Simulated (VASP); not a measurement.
Set up this calculation in VASP 6.6.1, as the native input.

* Task: single point
* Functional: PBE
* Potentials or basis: VASP PAW PBE potentials, release 64 (W_sv, Te)
* Cutoff: 520 eV
* k mesh: 12 × 12 × 12
* Occupations: gaussian, width 0.1 eV
* Spin: collinear spin
* Starting moments: [1.0, 0.0] μB
* Dipole correction: no
* Further INCAR settings: ALGO = Normal; EDIFF = 1e-06; NBANDS = 21

The structure of TeW lies in POSCAR:

```
TeW
1.0
    0.0000000000      3.0618296945      3.0618296945
    3.0618296945      0.0000000000      3.0618296945
    3.0618296945      3.0618296945      0.0000000000
W Te
1 1
Direct
    0.0000000000      0.0000000000      0.0000000000
    0.2500000000      0.2500000000      0.2500000000
```

These files were run (other wordings do the same):

INCAR

```
SYSTEM = TeW
PREC     = Accurate       ! precision mode
ENCUT    = 520            ! plane-wave cutoff, eV
EDIFF    = 1E-6           ! SCF threshold, eV
ISMEAR   = 0              ! smearing method
SIGMA    = 0.1            ! smearing width, eV
LREAL    = .FALSE.        ! projectors in reciprocal space
LASPH    = .TRUE.         ! aspherical terms in the spheres
NELM     = 150            ! most SCF steps
ALGO     = Normal         ! electronic algorithm
ISIF     = 2              ! what is computed and relaxed
LWAVE    = .FALSE.        ! write WAVECAR
LCHARG   = .FALSE.        ! write CHGCAR
ISPIN    = 2              ! spin polarisation
MAGMOM   = 1 0            ! initial moments
LORBIT   = 11             ! projections on sites
LMAXMIX  = 4              ! l up to which the mixer works
GGA      = PE             ! functional
NBANDS   = 21             ! bands
```

KPOINTS

```
Automatic mesh
0
G
  12 12 12
  0 0 0
```

Potentials or basis: VASP PAW PBE potentials, release 64 (W_sv, Te).

Run with:

```console
$ cat potpaw_PBE.64/W_sv/POTCAR potpaw_PBE.64/Te/POTCAR > POTCAR
$ mpirun -np 1 vasp_std > vasp.out
```

Results of the run:

```
Pressure                                              : 0.0 GPa
Net moment                                            : 1.40 μB per cell
Site moments                                          : W +1.10; Te -0.03 μB
Valence electrons inside the program's atomic spheres : W 11.96; Te 3.51
```

Wall time 48 s on 1 thread of Intel(R) Xeon(R) 6975P-C (Granite Rapids), with other jobs on the host, peak memory 0.29 GiB.
